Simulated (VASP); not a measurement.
# Si2N (Immm) in VASP: a series of runs

The runs below take Si2N through single point, with PBE.

Program: VASP 6.6.1. These are calculated values, not measurements. Logs are shortened: lines on timing, memory, paths and dates and some standing lists are left out, and cuts for length are marked.

### 1 The cell of the first run

It takes space group Immm (No. 71, orthorhombic). Conventional cell: a = 2.632 Å, b = 3.579 Å, c = 7.991 Å, α = 90.00°, β = 90.00°, γ = 90.00°. Within 2.5 Å of Si (site symmetry mm2) lie 2 N at 1.88 Å. N (site symmetry mmm) has 4 Si at 1.88 Å within 2.5 Å.

### 2 Single point, PBE

Contents of INCAR:

```
PREC = Accurate
ENCUT = 520
EDIFF = 1E-7
ISMEAR = 0
SIGMA = 0.1
LREAL = False
LASPH = True
NELM = 100
ALGO = Normal
ISIF = 2
LWAVE = False
LCHARG = True
GGA = PE
LELF = True
LVHAR = True
NBANDS = 14
```

Contents of KPOINTS:

```
regular mesh
0
Gamma
  22 22 22
```

Contents of POSCAR:

```
Si2N
1.0
   -1.3159265255      1.7892853362      3.9953361876
    1.3159265255     -1.7892853362      3.9953361876
    1.3159265255      1.7892853362     -3.9953361876
Si N
2 1
Direct
    0.8313807735      0.3313807735      0.5000000000
    0.1686192265      0.6686192265      0.5000000000
    0.0000000000      0.0000000000      0.0000000000
```

Potentials or basis: VASP PAW PBE potentials, release 64 (Si, N).

The run is started by

```console
cat potpaw_PBE.64/Si/POTCAR potpaw_PBE.64/N/POTCAR > POTCAR
mpirun -np 1 vasp_std > vasp.out
```

OUTCAR:

```text
PREC = Accurate
   ENCUT = 520
   EDIFF = 1E-7
   ISMEAR = 0
   LREAL = False
   LASPH = True
   NELM = 100
   ISIF = 2
   GGA = PE

 ion  position               nearest neighbor table
   1  0.831  0.331  0.500-   3 1.88   3 1.88   2 2.57   2 2.57   2 2.57   2 2.57   2 2.69
   2  0.169  0.669  0.500-   3 1.88   3 1.88   1 2.57   1 2.57   1 2.57   1 2.57   1 2.69
   3  0.000  0.000  0.000-   2 1.88   1 1.88   2 1.88   1 1.88

  LATTYP: Found a body centered orthorhombic cell.
 ALAT       =     2.6318530510
 B/A-ratio  =     1.3597152284
 C/A-ratio  =     3.0361392602

  Lattice vectors:

 A1 = (  -1.3159265255,   1.7892853362,   3.9953361876)
 A2 = (   1.3159265255,  -1.7892853362,   3.9953361876)
 A3 = (   1.3159265255,   1.7892853362,  -3.9953361876)

Analysis of symmetry for initial positions (statically):
=====================================================================
 Subroutine PRICEL returns:
 Original cell was already a primitive cell.

 Routine SETGRP: Setting up the symmetry group for a
 body centered orthorhombic supercell.

 Subroutine GETGRP returns: Found  8 space group operations
 (whereof  8 operations were pure point group operations)
 out of a pool of  8 trial point group operations.

The static configuration has the point symmetry D_2h.

Analysis of symmetry for dynamics (positions and initial velocities):
=====================================================================
 Subroutine PRICEL returns:
 Original cell was already a primitive cell.

 Routine SETGRP: Setting up the symmetry group for a
 body centered orthorhombic supercell.

 Subroutine GETGRP returns: Found  8 space group operations
 (whereof  8 operations were pure point group operations)
 out of a pool of  8 trial point group operations.

The dynamic configuration has the point symmetry D_2h.

 Subroutine INISYM returns: Found  8 space group operations
 (whereof  8 operations are pure point group operations),
 and found     1 'primitive' translations

----------------------------------------------------------------------------------------

                                     Primitive cell

  volume of cell :      37.6292

  direct lattice vectors                    reciprocal lattice vectors
    -1.315926526  1.789285336  3.995336188     0.000000000  0.279441177  0.125145914
     1.315926526 -1.789285336  3.995336188     0.379960424  0.000000000  0.125145914
     1.315926526  1.789285336 -3.995336188     0.379960424  0.279441177  0.000000000

  length of vectors
     4.571205080  4.571205080  4.571205080     0.306184374  0.400039277  0.471653787

  position of ions in fractional coordinates (direct lattice)
     0.831380774  0.331380774  0.500000000
     0.168619226  0.668619226  0.500000000
     0.000000000  0.000000000  0.000000000

  ion indices of the primitive-cell ions
   primitive index   ion index
                 1           1
                 2           2
                 3           3

----------------------------------------------------------------------------------------

 KPOINTS: regular mesh

Automatic generation of k-mesh.
 Grid dimensions read from file:
 generate k-points for:   22   22   22

 Generating k-lattice:

  Cartesian coordinates                     Fractional coordinates (reciprocal lattice)
     0.000000000  0.012701872  0.005688451     0.045454545  0.000000000  0.000000000
     0.017270928  0.000000000  0.005688451     0.000000000  0.045454545  0.000000000
     0.017270928  0.012701872  0.000000000     0.000000000  0.000000000  0.045454545

  Length of vectors
     0.013917472  0.018183604  0.021438808

  Shift w.r.t. Gamma in fractional coordinates (k-lattice)
     0.000000000  0.000000000  0.000000000

 Subroutine IBZKPT returns following result:
 ===========================================

 Found   1530 irreducible k-points:

 Following reciprocal coordinates:
            Coordinates               Weight
  0.000000  0.000000  0.000000      1.000000
  0.045455  0.000000  0.000000      4.000000
  0.090909  0.000000  0.000000      4.000000
  0.136364  0.000000 -0.000000      4.000000
  0.181818  0.000000  0.000000      4.000000
  0.227273  0.000000 -0.000000      4.000000
[... 16 lines left out ...]
  0.454545  0.045455 -0.000000      8.000000
  0.500000  0.045455  0.000000      8.000000
 [... further k-points ...]
   k-points           NKPTS =   1530   k-points in BZ     NKDIM =   1530   number of bands    NBANDS=     14
   number of dos      NEDOS =    301   number of ions     NIONS =      3
   total plane-waves  NPLWV =  46656
   dimension x,y,z NGX =    36 NGY =   36 NGZ =   36
   dimension x,y,z NGXF=    72 NGYF=   72 NGZF=   72
   ions per type =               2   1
   NGX,Y,Z   is equivalent  to a cutoff of  13.09, 13.09, 13.09 a.u.
   NGXF,Y,Z  is equivalent  to a cutoff of  26.19, 26.19, 26.19 a.u.
 SYSTEM =  unknown system
   PREC   = accura    normal or accurate (medium, high low for compatibility)
   ISTART =      0    job   : 0-new  1-cont  2-samecut
   ICHARG =      2    charge: 1-file 2-atom 10-const
   ISPIN  =      1    spin polarized calculation?
   LNONCOLLINEAR =      F non collinear calculations
   LSORBIT =      F    spin-orbit coupling
   LASPH  =      T    aspherical Exc in radial PAW
   ENCUT  =  520.0 eV  38.22 Ry    6.18 a.u.   8.50  8.50  8.50*2*pi/ulx,y,z
   NELM   =    100;   NELMIN=  2; NELMDL= -5     # of ELM steps
   EDIFF  = 0.1E-06   stopping-criterion for ELM
   LREAL  =      F    real-space projection
   EDIFFG = 0.1E-05   stopping-criterion for IOM
   NSW    =      0    number of steps for IOM
   IBRION =     -1    ionic relax: 0-MD 1-quasi-New 2-CG
   NFREE  =      0    steps in history (QN), initial steepest desc. (CG)
   ISIF   =      2    stress and relaxation
   ISYM   =      2    0-nonsym 1-usesym 2-fastsym
   POTIM  = 0.5000    time-step for ionic-motion
   TEBEG  =    0.0;   TEEND  =   0.0 temperature during run
   PSTRESS=    0.0 pullay stress
   NELECT =      13.0000    total number of electrons
   NUPDOWN=      -1.0000    fix difference up-down
   EMIN   =  10.00;   EMAX   =-10.00  energy-range for DOS
   EFERMI =   0.00;   METHOD = LEGACY
   ISMEAR =     0;   SIGMA  =   0.10  broadening in eV -4-tet -1-fermi 0-gaus
   EFERMI_NEDOS =   21; number of points for ismear=-14 and -15
   IALGO  =     38    algorithm
   IMIX   =      4    mixing-type and parameters
     AMIX     =   0.40;   BMIX     =  1.00
     AMIX_MAG =   1.60;   BMIX_MAG =  1.00
  volume/ion in A,a.u.               =      12.54        84.64
  Fermi-wavevector in a.u.,A,eV,Ry     =   1.148721  2.170767 17.953692  1.319559
  Thomas-Fermi vector in A             =   2.285394
   LORBIT       =      0    0 simple, 1 ext, 2 COOP (PROOUT), +10 PAW based schemes
   GGA     = PE    functional components
   LHFCALC =     F    Hartree Fock is set to
   AEXX    =    0.0000 exact exchange contribution
   IVDW    =     0    specifies the selected vdW correction
   LEPSILON=     F    determine dielectric tensor
   LRPA    =     F    only Hartree local field effects (RPA)
 non-spin polarized calculation
 Gauss-broadening in eV      SIGMA  =   0.10
  energy-cutoff  :      520.00
  volume of cell :       37.63
 maximum number of plane-waves:      1039
 NGX is ok and might be reduce to    36
   NGX = 17   NGY = 17   NGZ = 17

 number of electron      12.9999999 magnetization

 Free energy of the ion-electron system (eV)
  ---------------------------------------------------
  ext. energy  EPLUGINS =         0.00000000
  ---------------------------------------------------
  free energy    TOTEN  =       -18.80320495 eV

  energy without entropy =      -18.80030208  energy(sigma->0) =      -18.80175351

 E-fermi :   8.9216     XC(G=0): -10.8020

 val. band max:        8.9191092949   @ k =  -0.3636   0.3636   0.0455
 cond. band min:       8.9236394720   @ k =   0.3636   0.3182   0.0455
 fundamental gap:      0.0045301771
 Fermi energy:         8.9216327113

 k-point     1 :       0.0000    0.0000    0.0000
  band No.  band energies     occupation
      1      -9.9238      2.00000
      2      -1.1863      2.00000
      3      -0.5797      2.00000
      4       4.3787      2.00000
      5       5.1927      2.00000
      6       6.3172      2.00000
      7       9.6242      0.00000
      8      12.2494      0.00000
      9      14.4535      0.00000
     10      14.5453      0.00000
     11      15.7431      0.00000
     12      17.2052      0.00000
     13      18.3986      0.00000
     14      22.0540      0.00000

 k-point     2 :       0.0455    0.0000    0.0000
  band No.  band energies     occupation
      1      -9.9146      2.00000
      2      -1.2869      2.00000
      3      -0.4725      2.00000
      4       4.3418      2.00000
      5       5.1931      2.00000
      6       6.1625      2.00000
      7       9.8391      0.00000
      8      12.3098      0.00000
      9      14.4269      0.00000
     10      14.5690      0.00000
     11      15.7104      0.00000
     12      17.2574      0.00000
     13      18.3881      0.00000
     14      22.0342      0.00000

 k-point     3 :       0.0909    0.0000    0.0000
  band No.  band energies     occupation
      1      -9.8878      2.00000
      2      -1.4859      2.00000
      3      -0.2561      2.00000
      4       4.2209      2.00000
      5       5.1940      2.00000
      6       5.8198      2.00000
      7      10.3706      0.00000
      8      12.4891      0.00000
      9      14.3401      0.00000
     10      14.6398      0.00000
     11      15.6268      0.00000
     12      17.3941      0.00000
     13      18.3826      0.00000
     14      21.9737      0.00000

 k-point     4 :       0.1364    0.0000   -0.0000
  band No.  band energies     occupation
      1      -9.8450      2.00000
      2      -1.6978      2.00000
      3      -0.0225      2.00000
      4       3.9886      2.00000
      5       5.1955      2.00000
      6       5.4907      2.00000
      7      11.0332      0.00000
      8      12.7871      0.00000
      9      14.1764      0.00000
     10      14.7567      0.00000
     11      15.5253      0.00000
     12      17.5638      0.00000
     13      18.4558      0.00000
     14      21.8715      0.00000

 k-point     5 :       0.1818    0.0000    0.0000
  band No.  band energies     occupation
      1      -9.7888      2.00000
      2      -1.8980      2.00000
      3       0.1942      2.00000
      4       3.6352      2.00000
      5       5.1975      2.00000
      6       5.2970      2.00000
      7      11.6725      0.00000
      8      13.2171      0.00000
      9      13.9303      0.00000
     10      14.9179      0.00000
     11      15.4413      0.00000
[... 276 lines left out ...]
 k-point    22 :       0.4091    0.0455   -0.0000
  band No.  band energies     occupation
      1      -9.4293      2.00000
      2      -2.5801      2.00000
      3       0.8369      2.00000
      4       1.7938      2.00000
      5       5.0021      2.00000
      6       6.0925      2.00000
      7      11.2013      0.00000
      8      13.8334      0.00000
      9      14.6248      0.00000
     10      15.8488      0.00000
     11      17.8492      0.00000
     12      18.0846      0.00000
     13      19.1278      0.00000
     14      20.5924      0.00000

 k-point    23 :       0.4545    0.0455   -0.0000
  band No.  band energies     occupation
      1      -9.4021      2.00000
      2      -2.5806      2.00000
      3       0.7537      2.00000
      4       1.7223      2.00000
      5       5.0043      2.00000
      6       6.1792      2.00000
      7      11.0202      0.00000
      8      14.0237      0.00000
      9      14.4872      0.00000
     10      16.1061      0.00000
     11      17.7088      0.00000
     12      18.6221      0.00000
     13      19.4678      0.00000
     14      20.6800      0.00000

 k-point    24 :       0.5000    0.0455    0.0000
  band No.  band energies     occupation
      1      -9.3962      2.00000
      2      -2.5501      2.00000
      3       0.6638      2.00000
      4       1.7459      2.00000
      5       5.0057      2.00000
      6       6.1478      2.00000
      7      11.0251      0.00000
      8      14.1986      0.00000
      9      14.3264      0.00000
     10      16.1933      0.00000
     11      17.5951      0.00000
     12      18.7881      0.00000
     13      20.1080      0.00000
     14      20.2612      0.00000

 [... further k-points ...]

------------------------ aborting loop because EDIFF is reached ----------------------------------------

  FORCE on cell =-STRESS in cart. coord.  units (eV):
  Direction    XX          YY          ZZ          XY          YZ          ZX
  --------------------------------------------------------------------------------------
  -------------------------------------------------------------------------------------
  Total       -0.0060066     -0.0244392     -0.0401403      0.0000000      0.0000000      0.0000000
  in kB       -0.2557477     -1.0405734     -1.7090967      0.0000000      0.0000000      0.0000000
  external PRESSURE =      -1.0018059 kB  Pullay stress =       0.0000000 kB

 VOLUME and BASIS-vectors are now :
 -----------------------------------------------------------------------------
  energy-cutoff  :      520.00
  volume of cell :       37.63
      direct lattice vectors                 reciprocal lattice vectors
    -1.315926526  1.789285336  3.995336188     0.000000000  0.279441177  0.125145914
     1.315926526 -1.789285336  3.995336188     0.379960424  0.000000000  0.125145914
     1.315926526  1.789285336 -3.995336188     0.379960424  0.279441177  0.000000000

 POSITION                                       TOTAL-FORCE (eV/Angst)
 -----------------------------------------------------------------------------------
      0.00000      1.78929      2.64796        -0.000000      0.000000      0.009099
      1.31593     -0.00000      1.34738         0.000000     -0.000000     -0.009099
      0.00000      0.00000      0.00000         0.000000     -0.000000      0.000000
 -----------------------------------------------------------------------------------
    total drift:                                0.000000     -0.000000     -0.000000

  FREE ENERGIE OF THE ION-ELECTRON SYSTEM (eV)
  ---------------------------------------------------
  free  energy   TOTEN  =       -18.8032049459 eV

  energy  without entropy=      -18.8003020798  energy(sigma->0) =      -18.80175351
```

Run time: 17 min. Hardware: 1 thread of Intel Xeon Platinum 8488C (Sapphire Rapids), shared host; peak memory 0.77 GiB.

Results:

| Item | Value |
| --- | --- |
| Free energy | -18.8032 eV |
| Pressure | -0.1 GPa |
| Largest force | 0.009 eV/Å |

Forces on the atoms (eV/Å):
```
Si   0.000  0.000  0.009
Si   0.000  0.000 -0.009
N    0.000  0.000  0.000
```

Stress tensor (GPa, compression positive):
```
-0.03  0.00  0.00
 0.00 -0.10  0.00
 0.00  0.00 -0.17
```

[end of part 1 of 3]
